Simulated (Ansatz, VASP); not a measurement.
## CsPbBr3 in VASP and in Ansatz

File INCAR:

```
SYSTEM = CsPbBr3
PREC     = Accurate       ! precision mode
ENCUT    = 520            ! plane-wave cutoff, eV
EDIFF    = 1E-6           ! SCF threshold, eV
ISMEAR   = 0              ! smearing method
SIGMA    = 0.02           ! smearing width, eV
LREAL    = .False.        ! projectors in reciprocal space
LASPH    = .True.         ! aspherical terms in the spheres
NELM     = 80             ! most SCF steps
ALGO     = Normal         ! electronic algorithm
ISIF     = 2              ! what is computed and relaxed
LWAVE    = .False.        ! write WAVECAR
LCHARG   = .True.         ! write CHGCAR
GGA      = PS             ! functional
LELF     = .True.         ! ELF
LVHAR    = .True.       
NBANDS   = 30             ! bands
```

The input KPOINTS:

```
Automatic mesh
0
Gamma
  6 6 6
  0 0 0
```

File POSCAR:

```
CsPbBr3
1.0
    5.7418862927      0.0000000000      0.0000000000
    0.0000000000      5.7418862927      0.0000000000
    0.0000000000      0.0000000000      5.7418862927
Cs Pb Br
1 1 3
Direct
    0.0000000000      0.0000000000      0.0000000000
    0.5000000000      0.5000000000      0.5000000000
    0.0000000000      0.5000000000      0.5000000000
    0.5000000000      0.0000000000      0.5000000000
    0.5000000000      0.5000000000      0.0000000000
```

Input for Ansatz:

```yaml
crystal:
  lattice:
    - [5.7418862927, 0.0, 0.0]
    - [0.0, 5.7418862927, 0.0]
    - [0.0, 0.0, 5.7418862927]
  atoms:
    - { symbol: Cs, position: [0.0, 0.0, 0.0] }
    - { symbol: Pb, position: [0.5, 0.5, 0.5] }
    - { symbol: Br, position: [0.0, 0.5, 0.5] }
    - { symbol: Br, position: [0.5, 0.0, 0.5] }
    - { symbol: Br, position: [0.5, 0.5, 0.0] }
basis:
  ecutwfc: 420
kpoints:
  mp_grid: { grid: [6, 6, 6] }
  band_path:
    path:
      - [[0.0, 0.0, 0.0], [0.0, 0.5, 0.0], [0.5, 0.5, 0.0], [0.0, 0.0, 0.0], [0.5, 0.5, 0.5], [0.0, 0.5, 0.0]]
      - [[0.5, 0.5, 0.5], [0.5, 0.5, 0.0]]
    npoints: 12
hamiltonian:
  xc: pbesol
scf:
  occupations: { method: gaussian, width: 0.02 }
  n_extra_bands: 6
output:
  forces: true
  stress: true
  eigenvalues: true
```

Alike in both runs: task single point; functional PBEsol; k mesh 6 × 6 × 6; occupations gaussian, width 0.02 eV; no spin polarisation.

|  | VASP | Ansatz |
| --- | --- | --- |
| version | VASP 6.6.1 | Ansatz 0.2.0 |
| potentials or method | VASP PAW PBE potentials, release 64 (Cs_sv, Pb_d, Br), cutoff 520 eV | scalar-relativistic, plane waves, PAW |
| valence electrons in the cell | 44 | 44 |

```tsv
	VASP	Ansatz	Ansatz less VASP
gap on the k mesh at the Fermi level (eV)	1.12	1.12	-0.001
least direct gap on the mesh (eV)	1.12	1.12	-0.001
pressure (GPa)	1.7	1.7	-0.01
```

VASP's potentials were made for PBE, not for PBEsol.

Neither program's run includes spin-orbit coupling.
